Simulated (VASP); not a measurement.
# GaSb in VASP: further runs

Runs on GaSb. Level: PBEsol. Tasks: single point.

Everything below comes from runs of VASP 6.6.1. Logs are shortened: lines on timing, memory, paths and dates and some standing lists are left out, and cuts for length are marked.

## Step 1: The cell of the first run

The cell holds a slab with vacuum, 8 atoms: a = 4.321 Å, b = 4.321 Å, c = 25.695 Å, α = 90.00°, β = 90.00°, γ = 90.00°.

## Step 2: Single point, PBEsol

INCAR

```
ALGO = Normal
DIPOL = 0.5 0.5 0.500
EDIFF = 1E-6
ENCUT = 520
GGA = PS
IDIPOL = 3
ISIF = 2
ISMEAR = 0
LASPH = True
LCHARG = False
LDIPOL = True
LREAL = False
LWAVE = False
NBANDS = 46
NELM = 100
PREC = Accurate
SIGMA = 0.1
```

KPOINTS

```
k-points
0
Gamma
  8 8 1
```

POSCAR

```
GaSb
1.0
    4.3212908981      0.0000000000      0.0000000000
    0.0000000000      4.3212908981      0.0000000000
    0.0000000000      0.0000000000     25.6946493413
Sb Ga
4 4
Direct
    0.0000000000      0.5000000000      0.2911437229
    0.5000000000      0.0000000000      0.4103809343
    0.0000000000      0.5000000000      0.5292063626
    0.5000000000      0.0000000000      0.6481461297
    0.5000000000      0.5000000000      0.3495903076
    0.0000000000      0.0000000000      0.4693505769
    0.5000000000      0.5000000000      0.5886573467
    0.0000000000      0.0000000000      0.7135246194
```

Potentials or basis: VASP PAW PBE potentials, release 64 (Sb, Ga_d).

Started as:

```
$ cat potpaw_PBE.64/Sb/POTCAR potpaw_PBE.64/Ga_d/POTCAR > POTCAR
$ mpirun -np 1 vasp_std > vasp.out
```

OUTCAR:

```text
EDIFF = 1E-6
   ENCUT = 520
   GGA = PS
   ISIF = 2
   ISMEAR = 0
   LASPH = True
   LREAL = False
   NELM = 100
   PREC = Accurate

 ion  position               nearest neighbor table
   1  0.000  0.500  0.291-   5 2.63   5 2.63
   2  0.500  0.000  0.410-   6 2.64   6 2.64   5 2.67   5 2.67
   3  0.000  0.500  0.529-   7 2.65   7 2.65   6 2.65   6 2.65
   4  0.500  0.000  0.648-   7 2.65   7 2.65   8 2.74   8 2.74
   5  0.500  0.500  0.350-   1 2.63   1 2.63   2 2.67   2 2.67
   6  0.000  0.000  0.469-   2 2.64   2 2.64   3 2.65   3 2.65
   7  0.500  0.500  0.589-   3 2.65   3 2.65   4 2.65   4 2.65
   8  0.000  0.000  0.714-   4 2.74   4 2.74

  LATTYP: Found a simple tetragonal cell.
 ALAT       =     4.3212908981
 C/A-ratio  =     5.9460587003

  Lattice vectors:

 A1 = (   4.3212908981,   0.0000000000,   0.0000000000)
 A2 = (   0.0000000000,   4.3212908981,   0.0000000000)
 A3 = (   0.0000000000,   0.0000000000,  25.6946493413)

Analysis of symmetry for initial positions (statically):
=====================================================================
 Subroutine PRICEL returns:
 Original cell was already a primitive cell.

 Routine SETGRP: Setting up the symmetry group for a
 simple tetragonal supercell.

 Subroutine GETGRP returns: Found  4 space group operations
 (whereof  4 operations were pure point group operations)
 out of a pool of 16 trial point group operations.

The static configuration has the point symmetry C_2v.

Analysis of symmetry for dynamics (positions and initial velocities):
=====================================================================
 Subroutine PRICEL returns:
 Original cell was already a primitive cell.

 Routine SETGRP: Setting up the symmetry group for a
 simple tetragonal supercell.

 Subroutine GETGRP returns: Found  4 space group operations
 (whereof  4 operations were pure point group operations)
 out of a pool of 16 trial point group operations.

The dynamic configuration has the point symmetry C_2v.

 Subroutine INISYM returns: Found  4 space group operations
 (whereof  4 operations are pure point group operations),
 and found     1 'primitive' translations

----------------------------------------------------------------------------------------

                                     Primitive cell

  volume of cell :     479.8104

  direct lattice vectors                    reciprocal lattice vectors
     4.321290898  0.000000000  0.000000000     0.231412331  0.000000000  0.000000000
     0.000000000  4.321290898  0.000000000     0.000000000  0.231412331  0.000000000
     0.000000000  0.000000000 25.694649341     0.000000000  0.000000000  0.038918609

  length of vectors
     4.321290898  4.321290898 25.694649341     0.231412331  0.231412331  0.038918609

  position of ions in fractional coordinates (direct lattice)
     0.000000000  0.500000000  0.291143723
     0.500000000  0.000000000  0.410380934
     0.000000000  0.500000000  0.529206363
     0.500000000  0.000000000  0.648146130
     0.500000000  0.500000000  0.349590308
     0.000000000  0.000000000  0.469350577
     0.500000000  0.500000000  0.588657347
     0.000000000  0.000000000  0.713524619

  ion indices of the primitive-cell ions
   primitive index   ion index
                 1           1
                 2           2
                 3           3
                 4           4
                 5           5
                 6           6
                 7           7
                 8           8

----------------------------------------------------------------------------------------

 KPOINTS: k-points

Automatic generation of k-mesh.
 Grid dimensions read from file:
 generate k-points for:    8    8    1

 Generating k-lattice:

  Cartesian coordinates                     Fractional coordinates (reciprocal lattice)
     0.028926541  0.000000000  0.000000000     0.125000000  0.000000000  0.000000000
     0.000000000  0.028926541  0.000000000     0.000000000  0.125000000  0.000000000
     0.000000000  0.000000000  0.038918609     0.000000000  0.000000000  1.000000000

  Length of vectors
     0.028926541  0.028926541  0.038918609

  Shift w.r.t. Gamma in fractional coordinates (k-lattice)
     0.000000000  0.000000000  0.000000000

 Subroutine IBZKPT returns following result:
 ===========================================

 Found     25 irreducible k-points:

 Following reciprocal coordinates:
            Coordinates               Weight
  0.000000  0.000000  0.000000      1.000000
  0.125000  0.000000  0.000000      2.000000
  0.000000  0.125000  0.000000      2.000000
  0.250000  0.000000  0.000000      2.000000
  0.000000  0.250000  0.000000      2.000000
  0.375000  0.000000  0.000000      2.000000
[... 16 lines left out ...]
  0.500000  0.375000  0.000000      2.000000
 -0.375000  0.500000  0.000000      2.000000
   k-points           NKPTS =     25   k-points in BZ     NKDIM =     25   number of bands    NBANDS=     46
   number of dos      NEDOS =    301   number of ions     NIONS =      8
   total plane-waves  NPLWV = 196608
   dimension x,y,z NGX =    32 NGY =   32 NGZ =  192
   dimension x,y,z NGXF=    64 NGYF=   64 NGZF=  384
   ions per type =               4   4
   NGX,Y,Z   is equivalent  to a cutoff of  12.31, 12.31, 12.42 a.u.
   NGXF,Y,Z  is equivalent  to a cutoff of  24.62, 24.62, 24.85 a.u.
 SYSTEM =  unknown system
   PREC   = accura    normal or accurate (medium, high low for compatibility)
   ISTART =      0    job   : 0-new  1-cont  2-samecut
   ICHARG =      2    charge: 1-file 2-atom 10-const
   ISPIN  =      1    spin polarized calculation?
   LNONCOLLINEAR =      F non collinear calculations
   LSORBIT =      F    spin-orbit coupling
   LASPH  =      T    aspherical Exc in radial PAW
   ENCUT  =  520.0 eV  38.22 Ry    6.18 a.u.   8.03  8.03 47.78*2*pi/ulx,y,z
   NELM   =    100;   NELMIN=  2; NELMDL= -5     # of ELM steps
   EDIFF  = 0.1E-05   stopping-criterion for ELM
   LREAL  =      F    real-space projection
   EDIFFG = 0.1E-04   stopping-criterion for IOM
   NSW    =      0    number of steps for IOM
   IBRION =     -1    ionic relax: 0-MD 1-quasi-New 2-CG
   NFREE  =      0    steps in history (QN), initial steepest desc. (CG)
   ISIF   =      2    stress and relaxation
   ISYM   =      2    0-nonsym 1-usesym 2-fastsym
   POTIM  = 0.5000    time-step for ionic-motion
   TEBEG  =    0.0;   TEEND  =   0.0 temperature during run
   PSTRESS=    0.0 pullay stress
   NELECT =      72.0000    total number of electrons
   NUPDOWN=      -1.0000    fix difference up-down
   EMIN   =  10.00;   EMAX   =-10.00  energy-range for DOS
   EFERMI =   0.00;   METHOD = LEGACY
   ISMEAR =     0;   SIGMA  =   0.10  broadening in eV -4-tet -1-fermi 0-gaus
   EFERMI_NEDOS =   21; number of points for ismear=-14 and -15
   IALGO  =     38    algorithm
   IMIX   =      4    mixing-type and parameters
     AMIX     =   0.40;   BMIX     =  1.00
     AMIX_MAG =   1.60;   BMIX_MAG =  1.00
  volume/ion in A,a.u.               =      59.98       404.74
  Fermi-wavevector in a.u.,A,eV,Ry     =   0.869953  1.643973 10.297136  0.756818
  Thomas-Fermi vector in A             =   1.988849
   LORBIT       =      0    0 simple, 1 ext, 2 COOP (PROOUT), +10 PAW based schemes
   GGA     = PS    functional components
   LHFCALC =     F    Hartree Fock is set to
   AEXX    =    0.0000 exact exchange contribution
   IVDW    =     0    specifies the selected vdW correction
   LEPSILON=     F    determine dielectric tensor
   LRPA    =     F    only Hartree local field effects (RPA)
 non-spin polarized calculation
 Gauss-broadening in eV      SIGMA  =   0.10
  energy-cutoff  :      520.00
  volume of cell :      479.81
 maximum number of plane-waves:     12980
   NGX = 17   NGY = 17   NGZ = 95

 dipolmoment           0.000000      0.000000      0.076923 electrons x Angstroem

 number of electron      72.0000056 magnetization

 dipolmoment           0.000000      0.000000     -0.084253 electrons x Angstroem

 Free energy of the ion-electron system (eV)
  ---------------------------------------------------
  ext. energy  EPLUGINS =         0.00000000
  ---------------------------------------------------
  free energy    TOTEN  =       -29.74348895 eV

  energy without entropy =      -29.71437644  energy(sigma->0) =      -29.72893270

 E-fermi :  -0.3973     XC(G=0):  -5.0836

 val. band max:       -0.4005114029   @ k =   0.2500   0.1250   0.0000
 cond. band min:      -0.3841652961   @ k =   0.0000   0.5000   0.0000
 fundamental gap:      0.0163461068
 Fermi energy:        -0.3973350510

 k-point     1 :       0.0000    0.0000    0.0000
  band No.  band energies     occupation
      1     -15.2870      2.00000
      2     -15.2608      2.00000
      3     -15.2586      2.00000
      4     -15.2305      2.00000
      5     -15.2059      2.00000
      6     -15.1506      2.00000
[... 38 lines left out ...]
     45       2.5119      0.00000
     46       3.1486      0.00000

 k-point     2 :       0.1250    0.0000    0.0000
  band No.  band energies     occupation
      1     -15.2860      2.00000
      2     -15.2606      2.00000
      3     -15.2606      2.00000
      4     -15.2298      2.00000
      5     -15.2066      2.00000
      6     -15.1489      2.00000
[... 38 lines left out ...]
     45       3.0302      0.00000
     46       3.3358      0.00000

 k-point     3 :       0.0000    0.1250    0.0000
  band No.  band energies     occupation
      1     -15.2860      2.00000
      2     -15.2626      2.00000
      3     -15.2585      2.00000
      4     -15.2300      2.00000
      5     -15.2065      2.00000
      6     -15.1490      2.00000
[... 1018 lines left out ...]
     45       4.1050      0.00000
     46       4.3992      0.00000

 k-point    24 :      -0.3750    0.5000    0.0000
  band No.  band energies     occupation
      1     -15.2863      2.00000
      2     -15.2857      2.00000
      3     -15.2396      2.00000
      4     -15.2249      2.00000
      5     -15.2153      2.00000
      6     -15.1388      2.00000
[... 38 lines left out ...]
     45       3.8039      0.00000
     46       3.8184      0.00000

 [... further k-points ...]

------------------------ aborting loop because EDIFF is reached ----------------------------------------

 vacuum level on the upper side and lower side of the slab       (xc-potential included)        -0.548         0.257

  FORCE on cell =-STRESS in cart. coord.  units (eV):
  Direction    XX          YY          ZZ          XY          YZ          ZX
  --------------------------------------------------------------------------------------
  -------------------------------------------------------------------------------------
  Total       -0.6472322     -1.8351296      0.1515361      0.0000000      0.0000000      0.0000000
  in kB       -2.1612302     -6.1278430      0.5060076      0.0000000      0.0000000      0.0000000
  external PRESSURE =      -2.5943552 kB  Pullay stress =       0.0000000 kB

 VOLUME and BASIS-vectors are now :
 -----------------------------------------------------------------------------
  energy-cutoff  :      520.00
  volume of cell :      479.81
      direct lattice vectors                 reciprocal lattice vectors
     4.321290898  0.000000000  0.000000000     0.231412331  0.000000000  0.000000000
     0.000000000  4.321290898  0.000000000     0.000000000  0.231412331  0.000000000
     0.000000000  0.000000000 25.694649341     0.000000000  0.000000000  0.038918609

 POSITION                                       TOTAL-FORCE (eV/Angst)
 -----------------------------------------------------------------------------------
      0.00000      2.16065      7.48084         0.000000      0.000000     -0.017684
      2.16065      0.00000     10.54459         0.000000      0.000000     -0.007729
      0.00000      2.16065     13.59777         0.000000      0.000000      0.011785
      2.16065      0.00000     16.65389         0.000000      0.000000     -0.007741
      2.16065      2.16065      8.98260         0.000000      0.000000      0.006819
      0.00000      0.00000     12.05980         0.000000      0.000000     -0.000605
      2.16065      2.16065     15.12534         0.000000      0.000000     -0.004589
      0.00000      0.00000     18.33376         0.000000      0.000000      0.019744
 -----------------------------------------------------------------------------------
    total drift:                                0.000000      0.000000     -0.000718

  FREE ENERGIE OF THE ION-ELECTRON SYSTEM (eV)
  ---------------------------------------------------
  free  energy   TOTEN  =       -29.7434889513 eV

  energy  without entropy=      -29.7143764420  energy(sigma->0) =      -29.72893270

 vacuum level on the upper side and lower side of the slab         3.945         4.774
```

Run time: 12 min. Hardware: 1 thread of Intel Xeon Platinum 8488C (Sapphire Rapids), shared host; peak memory 0.75 GiB.

Results:

| Property | Result |
| --- | --- |
| Free energy | -29.7435 eV |
| Largest force | 0.020 eV/Å |
| Band gap on the k mesh | zero (band 36 reaches 0.02 eV, above the bottom of band 37 at -0.88 eV) |

Forces in eV/Å, atoms in the order of the input:
```
Sb   0.000  0.000 -0.018
Sb   0.000  0.000 -0.008
Sb   0.000  0.000  0.012
Sb   0.000  0.000 -0.008
Ga   0.000  0.000  0.007
Ga   0.000  0.000 -0.001
Ga   0.000  0.000 -0.005
Ga   0.000  0.000  0.020
```

Levels at points of the mesh, in eV from the Fermi level:
| k point | band 34 | band 35 | band 36 | band 37 | band 38 | band 39 |
| --- | --- | --- | --- | --- | --- | --- |
| (0.00, 0.00, 0.00) | -0.50 | 0.06 | 0.42 | 1.17 | 1.24 | 1.41 |
| (0.50, 0.00, 0.00) | -0.95 | -0.70 | -0.34 | 1.13 | 1.36 | 1.69 |
| (0.00, 0.50, 0.00) | -0.64 | -0.52 | -0.45 | 0.01 | 0.36 | 1.85 |
| (0.50, 0.50, 0.00) | -2.28 | -0.88 | -0.84 | -0.49 | 0.42 | 1.72 |

Caveat: the PAW data sets were made with another functional, which shifts forces and pressure a little; spin-orbit coupling is left out, which moves the levels of the heavy elements.

## Step 3: Single point, PBEsol

This run uses another cell than the first one: it holds 6 atoms, not 8.

INCAR

```
SYSTEM = GaSb
ALGO     = Normal         ! electronic algorithm
DIPOL    = 0.5 0.5 0.501
EDIFF    = 1E-6           ! SCF threshold, eV
ENCUT    = 520            ! plane-wave cutoff, eV
GGA      = PS             ! functional
IDIPOL   = 3            
ISIF     = 2              ! what is computed and relaxed
ISMEAR   = 0              ! smearing method
LASPH    = .TRUE.         ! aspherical terms in the spheres
LCHARG   = .FALSE.        ! write CHGCAR
LDIPOL   = .TRUE.       
LREAL    = .FALSE.        ! projectors in reciprocal space
LWAVE    = .FALSE.        ! write WAVECAR
NBANDS   = 36             ! bands
NELM     = 100            ! most SCF steps
PREC     = Accurate       ! precision mode
SIGMA    = 0.1            ! smearing width, eV
```

KPOINTS

```
k-points
0
G
  7 7 1
  0 0 0
```

POSCAR

```
GaSb
1.0
    4.3212908977      0.0000000000      0.0000000000
    0.0000000000      4.3212908977      0.0000000000
    0.0000000000      0.0000000000     24.6390352431
Sb Ga
3 3
Direct
    0.0000000000      0.5000000000      0.3449810399
    0.5000000000      0.0000000000      0.4689962080
    0.0000000000      0.5000000000      0.5931844154
    0.5000000000      0.5000000000      0.4069886239
    0.0000000000      0.0000000000      0.5303001729
    0.5000000000      0.5000000000      0.6589610039
```

Potentials or basis: VASP PAW PBE potentials, release 64 (Sb, Ga_d).

Started as:

```
$ cat potpaw_PBE.64/Sb/POTCAR potpaw_PBE.64/Ga_d/POTCAR > POTCAR
$ mpirun -np 1 vasp_std > vasp.out
```

It took 6.7 min on 1 thread of Intel Xeon Platinum 8259CL at 2.50GHz (Skylake/Cascade Lake), shared host; peak memory 0.59 GiB.

Results (log left out):

| Quantity | Value |
| --- | --- |
| Free energy | -21.6332 eV |
| Largest force | 0.329 eV/Å |
| Band gap on the k mesh | zero (band 27 reaches -0.86 eV, above the bottom of band 28 at -1.76 eV) |

Forces in eV/Å, atoms in the order of the input:
```
Sb   0.000  0.000  0.165
Sb   0.000  0.000  0.154
Sb   0.000  0.000 -0.010
Ga   0.000  0.000 -0.329
Ga   0.000  0.000 -0.001
Ga   0.000  0.000  0.020
```

Levels at points of the mesh, in eV from the Fermi level:
```
           k point  band 25  band 26  band 27  band 28  band 29  band 30
(0.00, 0.00, 0.00)    -0.87    -0.02     0.47     1.15     1.35     1.54
```

Caveat: the PAW data sets were made with another functional, which shifts forces and pressure a little; spin-orbit coupling is left out, which moves the levels of the heavy elements.

## Step 4: Single point, PBEsol

This run uses another cell than the first one: it holds 6 atoms, not 8.

INCAR

```
SYSTEM = GaSb
PREC     = Accurate       ! precision mode
ENCUT    = 520            ! plane-wave cutoff, eV
EDIFF    = 1E-6           ! SCF threshold, eV
ISMEAR   = 0              ! smearing method
SIGMA    = 0.1            ! smearing width, eV
LREAL    = .False.        ! projectors in reciprocal space
LASPH    = .True.         ! aspherical terms in the spheres
NELM     = 100            ! most SCF steps
ALGO     = Normal         ! electronic algorithm
ISIF     = 2              ! what is computed and relaxed
LWAVE    = .False.        ! write WAVECAR
LCHARG   = .False.        ! write CHGCAR
LDIPOL   = .True.       
IDIPOL   = 3            
DIPOL    = 0.5 0.5 0.501
GGA      = PS             ! functional
NBANDS   = 36             ! bands
```

KPOINTS

```
Automatic mesh
0
Gamma
  7 7 1
  0 0 0
```

POSCAR

```
GaSb
1.0
    4.3212908977      0.0000000000      0.0000000000
    0.0000000000      4.3212908977      0.0000000000
    0.0000000000      0.0000000000     24.6390352431
Sb Ga
3 3
Direct
    0.0000000000      0.5000000000      0.3449810399
    0.5000000000      0.0000000000      0.4689962080
    0.0000000000      0.5000000000      0.5931830742
    0.5000000000      0.5000000000      0.4069886239
    0.0000000000      0.0000000000      0.5302993337
    0.5000000000      0.5000000000      0.6589625342
```

Started as:

```
$ cat potpaw_PBE.64/Sb/POTCAR potpaw_PBE.64/Ga_d/POTCAR > POTCAR
$ mpirun -np 1 vasp_std > vasp.out
```

Wall time 8.2 min (1 thread of Intel Xeon Platinum 8259CL at 2.50GHz (Skylake/Cascade Lake), shared host); peak memory 0.59 GiB.

The run converged. Its results:

```
Free energy            : -21.6332 eV
Largest force          : 0.329 eV/Å
Band gap on the k mesh : zero (band 27 reaches -0.86 eV, above the bottom of band 28 at -1.76 eV)
```

Forces in eV/Å, atoms in the order of the input:
```
Sb   0.000  0.000  0.165
Sb   0.000  0.000  0.154
Sb   0.000  0.000 -0.010
Ga   0.000  0.000 -0.329
Ga   0.000  0.000 -0.001
Ga   0.000  0.000  0.020
```

Levels at points of the mesh, in eV from the Fermi level:
| k point | band 23 | band 24 | band 25 | band 26 | band 27 | band 28 | band 29 | band 30 | band 31 | band 32 |
| --- | --- | --- | --- | --- | --- | --- | --- | --- | --- | --- |
| (0.00, 0.00, 0.00) | -1.65 | -0.97 | -0.87 | -0.02 | 0.47 | 1.15 | 1.35 | 1.54 | 2.13 | 2.24 |

Caveat: the PAW data sets were made with another functional, which shifts forces and pressure a little; spin-orbit coupling is left out, which moves the levels of the heavy elements.
